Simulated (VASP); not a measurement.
# TaN (Fm-3m) in VASP: settings compared, part 2 of 2

VASP 6.6.1. Earlier steps stand in the parts before.

## (3) Single point, LDA

File INCAR:

```
SYSTEM = TaN
PREC     = Accurate       ! precision mode
ENCUT    = 520            ! plane-wave cutoff, eV
EDIFF    = 1E-7           ! SCF threshold, eV
ISMEAR   = -1             ! smearing method
SIGMA    = 0.05           ! smearing width, eV
LREAL    = .FALSE.        ! projectors in reciprocal space
LASPH    = .TRUE.         ! aspherical terms in the spheres
NELM     = 100            ! most SCF steps
ALGO     = Normal         ! electronic algorithm
ISIF     = 2              ! what is computed and relaxed
LWAVE    = .FALSE.        ! write WAVECAR
LCHARG   = .FALSE.        ! write CHGCAR
GGA      = CA             ! functional
NBANDS   = 15             ! bands
```

File KPOINTS:

```
regular mesh
0
G
  10 10 10
  0 0 0
```

File POSCAR:

```
TaN
1.0
    0.0000000000      2.2113230000      2.2113230000
    2.2113230000      0.0000000000      2.2113230000
    2.2113230000      2.2113230000      0.0000000000
Ta N
1 1
Direct
    0.5000000000      0.5000000000      0.5000000000
    0.0000000000      0.0000000000      0.0000000000
```

Potentials or basis: VASP PAW LDA potentials, release 64 (Ta_pv, N).

The run is started by

```sh
$ cat potpaw_LDA.64/Ta_pv/POTCAR potpaw_LDA.64/N/POTCAR > POTCAR
$ mpirun -np 1 vasp_std > vasp.out
```

OUTCAR:

```text
SYSTEM = TaN
   PREC = Accurate
   ENCUT = 520
   EDIFF = 1E-7
   ISMEAR = -1
   LREAL = .FALSE.
   LASPH = .TRUE.
   NELM = 100
   ISIF = 2
   GGA = CA

 ion  position               nearest neighbor table
   1  0.500  0.500  0.500-   2 2.21   2 2.21   2 2.21   2 2.21   2 2.21   2 2.21
   2  0.000  0.000  0.000-   1 2.21   1 2.21   1 2.21   1 2.21   1 2.21   1 2.21

  LATTYP: Found a face centered cubic cell.
 ALAT       =     4.4226460000

  Lattice vectors:

 A1 = (   0.0000000000,   2.2113230000,   2.2113230000)
 A2 = (   2.2113230000,   0.0000000000,   2.2113230000)
 A3 = (   2.2113230000,   2.2113230000,   0.0000000000)

Analysis of symmetry for initial positions (statically):
=====================================================================
 Subroutine PRICEL returns:
 Original cell was already a primitive cell.

 Routine SETGRP: Setting up the symmetry group for a
 face centered cubic supercell.

 Subroutine GETGRP returns: Found 48 space group operations
 (whereof 48 operations were pure point group operations)
 out of a pool of 48 trial point group operations.

The static configuration has the point symmetry O_h .

[... 173 lines left out ...]
      6       5.4924      2.00000
      7       5.4924      2.00000
      8       7.1104      2.00000
      9       7.1104      2.00000
     10       7.1104      2.00000
     11       9.1875      1.33804
     12       9.1875      1.33804
     13      10.7862      0.00000
     14      18.6820      0.00000
[... 401 lines left out ...]
      2     -26.6350      2.00000
      3     -26.6104      2.00000
      4      -7.6963      2.00000
      5       1.4041      2.00000
      6       3.4371      2.00000
      7       4.1133      2.00000
      8       5.4180      2.00000
      9      11.2590      0.00000
     10      12.0306      0.00000
     11      12.1071      0.00000
     12      13.0352      0.00000
     13      17.4055      0.00000
     14      19.6969      0.00000
     15      20.5665      0.00000

 [... further k-points ...]

------------------------ aborting loop because EDIFF is reached ----------------------------------------

  FORCE on cell =-STRESS in cart. coord.  units (eV):
  Direction    XX          YY          ZZ          XY          YZ          ZX
  --------------------------------------------------------------------------------------
  -------------------------------------------------------------------------------------
  Total       -2.0929262     -2.0929262     -2.0929262      0.0000000      0.0000000     -0.0000000
  in kB     -155.0522062   -155.0522062   -155.0522062      0.0000000      0.0000000     -0.0000000
  external PRESSURE =    -155.0522062 kB  Pullay stress =       0.0000000 kB

 VOLUME and BASIS-vectors are now :
 -----------------------------------------------------------------------------
  energy-cutoff  :      520.00
  volume of cell :       21.63
      direct lattice vectors                 reciprocal lattice vectors
     0.000000000  2.211323000  2.211323000    -0.226108985  0.226108985  0.226108985
     2.211323000  0.000000000  2.211323000     0.226108985 -0.226108985  0.226108985
     2.211323000  2.211323000  0.000000000     0.226108985  0.226108985 -0.226108985

 POSITION                                       TOTAL-FORCE (eV/Angst)
 -----------------------------------------------------------------------------------
      2.21132      2.21132      2.21132        -0.000000     -0.000000      0.000000
      0.00000      0.00000      0.00000         0.000000      0.000000     -0.000000
 -----------------------------------------------------------------------------------
    total drift:                                0.000000     -0.000000     -0.000000

  FREE ENERGIE OF THE ION-ELECTRON SYSTEM (eV)
  ---------------------------------------------------
  free  energy   TOTEN  =       -24.1161028365 eV

  energy  without entropy=      -24.1095981730  energy(sigma->0) =      -24.11285050
```

Run time: 5.3 s. Hardware: 1 thread of Intel Xeon 6975P-C (Granite Rapids), shared host; peak memory 0.13 GiB.

Results:

```
Free energy            : -24.1161 eV
Pressure               : -15.5 GPa
Band gap on the k mesh : zero (band 8 reaches 11.02 eV, above the bottom of band 9 at 7.11 eV)
```

Levels at points of the mesh, in eV from the Fermi level:
```csv
k point,band 5,band 6,band 7,band 8,band 9,band 10,band 11,band 12
"(0.00, 0.00, 0.00)",-3.73,-3.73,-3.73,-2.11,-2.11,-2.11,-0.04,-0.04
"(0.50, 0.00, 0.00)",-10.21,-7.46,-7.46,1.80,1.80,1.92,3.88,7.30
"(0.50, 0.50, 0.00)",-6.52,-5.38,-4.54,-4.54,1.97,3.40,3.40,4.41
```

Caveat: spin-orbit coupling is left out, which moves the levels of the heavy elements.

## (4) Single point, PBE, non-collinear spin, zero start, spin-orbit coupling

File INCAR:

```
SYSTEM = TaN
PREC     = Accurate       ! precision mode
ENCUT    = 520            ! plane-wave cutoff, eV
EDIFF    = 1E-6           ! SCF threshold, eV
ISMEAR   = -1             ! smearing method
SIGMA    = 0.05           ! smearing width, eV
LREAL    = .False.        ! projectors in reciprocal space
LASPH    = .True.         ! aspherical terms in the spheres
NELM     = 150            ! most SCF steps
ALGO     = Normal         ! electronic algorithm
ISIF     = 2              ! what is computed and relaxed
LWAVE    = .False.        ! write WAVECAR
LCHARG   = .False.        ! write CHGCAR
LNONCOLLINEAR= .True.         ! non-collinear magnetism
MAGMOM   = 0 0 0 0 0 0    ! initial moments
LORBIT   = 11             ! projections on sites
LSORBIT  = .True.         ! spin-orbit coupling
GGA_COMPAT= .False.      
LORBMOM  = .True.       
LMAXMIX  = 4              ! l up to which the mixer works
GGA      = PE             ! functional
NBANDS   = 28             ! bands
```

File KPOINTS:

```
regular mesh
0
Gamma
  7 7 7
  0 0 0
```

POSCAR is that of step 3.

Potentials or basis: VASP PAW PBE potentials, release 64 (Ta_pv, N).

The run is started by

```sh
$ cat potpaw_PBE.64/Ta_pv/POTCAR potpaw_PBE.64/N/POTCAR > POTCAR
$ mpirun -np 1 vasp_ncl > vasp.out
```

Run time: 14 s. Hardware: 1 thread of Intel Xeon 6975P-C (Granite Rapids), shared host; peak memory 0.19 GiB.

Results (log left out):

| Item | Value |
| --- | --- |
| Free energy | -22.5326 eV |
| Pressure | 0.0 GPa |
| Net moment | 0.00 μB per cell |
| Valence electrons inside the program's atomic spheres | Ta 8.91; N 3.76 |

Moments on the atoms (μB; x, y, z):
```
Ta  0.00 0.00 0.00
N   0.00 0.00 0.00
```

## (5) Single point, PBEsol

File INCAR:

```
SYSTEM = TaN
PREC     = Accurate       ! precision mode
ENCUT    = 520            ! plane-wave cutoff, eV
EDIFF    = 1E-6           ! SCF threshold, eV
ISMEAR   = -1             ! smearing method
SIGMA    = 0.05           ! smearing width, eV
LREAL    = .FALSE.        ! projectors in reciprocal space
LASPH    = .TRUE.         ! aspherical terms in the spheres
NELM     = 80             ! most SCF steps
ALGO     = Normal         ! electronic algorithm
ISIF     = 2              ! what is computed and relaxed
LWAVE    = .FALSE.        ! write WAVECAR
LCHARG   = .FALSE.        ! write CHGCAR
GGA      = PS             ! functional
NBANDS   = 15             ! bands
```

File KPOINTS:

```
Automatic mesh
0
G
  8 8 8
  0 0 0
```

POSCAR is that of step 4.

Potentials or basis: VASP PAW PBE potentials, release 64 (Ta_pv, N).

The run is started by

```sh
$ cat potpaw_PBE.64/Ta_pv/POTCAR potpaw_PBE.64/N/POTCAR > POTCAR
$ mpirun -np 1 vasp_std > vasp.out
```

OUTCAR:

```text
SYSTEM = TaN
   PREC = Accurate
   ENCUT = 520
   EDIFF = 1E-6
   ISMEAR = -1
   LREAL = .FALSE.
   LASPH = .TRUE.
   NELM = 80
   ISIF = 2
   GGA = PS

 ion  position               nearest neighbor table
   1  0.500  0.500  0.500-   2 2.21   2 2.21   2 2.21   2 2.21   2 2.21   2 2.21
   2  0.000  0.000  0.000-   1 2.21   1 2.21   1 2.21   1 2.21   1 2.21   1 2.21

  LATTYP: Found a face centered cubic cell.
 ALAT       =     4.4226460000

  Lattice vectors:

[... 616 lines left out ...]
 [... further k-points ...]

------------------------ aborting loop because EDIFF is reached ----------------------------------------

  FORCE on cell =-STRESS in cart. coord.  units (eV):
  Direction    XX          YY          ZZ          XY          YZ          ZX
  --------------------------------------------------------------------------------------
  -------------------------------------------------------------------------------------
  Total       -1.2968416     -1.2968416     -1.2968416      0.0000000      0.0000000      0.0000000
  in kB      -96.0751288    -96.0751288    -96.0751288      0.0000000      0.0000000      0.0000000
  external PRESSURE =     -96.0751288 kB  Pullay stress =       0.0000000 kB

 VOLUME and BASIS-vectors are now :
 -----------------------------------------------------------------------------
  energy-cutoff  :      520.00
  volume of cell :       21.63
      direct lattice vectors                 reciprocal lattice vectors
     0.000000000  2.211323000  2.211323000    -0.226108985  0.226108985  0.226108985
     2.211323000  0.000000000  2.211323000     0.226108985 -0.226108985  0.226108985
     2.211323000  2.211323000  0.000000000     0.226108985  0.226108985 -0.226108985

 POSITION                                       TOTAL-FORCE (eV/Angst)
 -----------------------------------------------------------------------------------
      2.21132      2.21132      2.21132        -0.000000     -0.000000     -0.000000
      0.00000      0.00000      0.00000         0.000000      0.000000      0.000000
 -----------------------------------------------------------------------------------
    total drift:                                0.000000     -0.000000     -0.000000

  FREE ENERGIE OF THE ION-ELECTRON SYSTEM (eV)
  ---------------------------------------------------
  free  energy   TOTEN  =       -23.1709456583 eV

  energy  without entropy=      -23.1636235036  energy(sigma->0) =      -23.16728458
```

stdout:

```text
POSCAR found type information on POSCAR TaN
 POSCAR found :  2 types and       2 ions
 scaLAPACK will be used
 -----------------------------------------------------------------------------
|                                                                             |
|                                                                             |
|     You enforced a specific xc type in the INCAR file but a different       |
|     I HOPE YOU KNOW WHAT YOU ARE DOING!                                     |
|                                                                             |
 -----------------------------------------------------------------------------

 LDA part: xc-table for (Slater+PW92), standard interpolation
 POSCAR, INCAR and KPOINTS ok, starting setup
 FFT: planning ... GRIDC
 FFT: planning ... GRID_SOFT
 FFT: planning ... GRID
 WAVECAR not read
 entering main loop
```

It took 6.6 s on 1 thread of AMD EPYC 7R13 (Zen 3), shared host; peak memory 0.11 GiB.

Results:

```
Free energy            : -23.1709 eV
Pressure               : -9.6 GPa
Band gap on the k mesh : zero (band 8 reaches 11.04 eV, above the bottom of band 9 at 7.11 eV)
```

Caveat: the PAW data sets were made with another functional, which shifts forces and pressure a little; spin-orbit coupling is left out, which moves the levels of the heavy elements.

## (6) The runs side by side

```tsv
level	potentials or basis	spin	k mesh	smearing	gap on the mesh (eV)	pressure (GPa)
PBE	VASP PAW PBE potentials, release 64 (Ta_pv, N)	off	10 × 10 × 10	gaussian 0.011 eV	none	-0.6
LDA	VASP PAW LDA potentials, release 64 (Ta_pv, N)	off	10 × 10 × 10	fermi-dirac 0.05 eV	none	-15.5
PBE	VASP PAW PBE potentials, release 64 (Ta_pv, N)	non-collinear, zero start, SOC	7 × 7 × 7	fermi-dirac 0.05 eV	-	0.0
PBEsol	VASP PAW PBE potentials, release 64 (Ta_pv, N)	off	8 × 8 × 8	fermi-dirac 0.05 eV	none	-9.6
```

Alike in all rows: task single point; cell as given; cutoff (eV) 520.

Caveats: spin-orbit coupling is left out, which moves the levels of the heavy elements (some runs); the PAW data sets were made with another functional, which shifts forces and pressure a little (some runs).

Absolute energies hang on the potentials; compare differences alone.
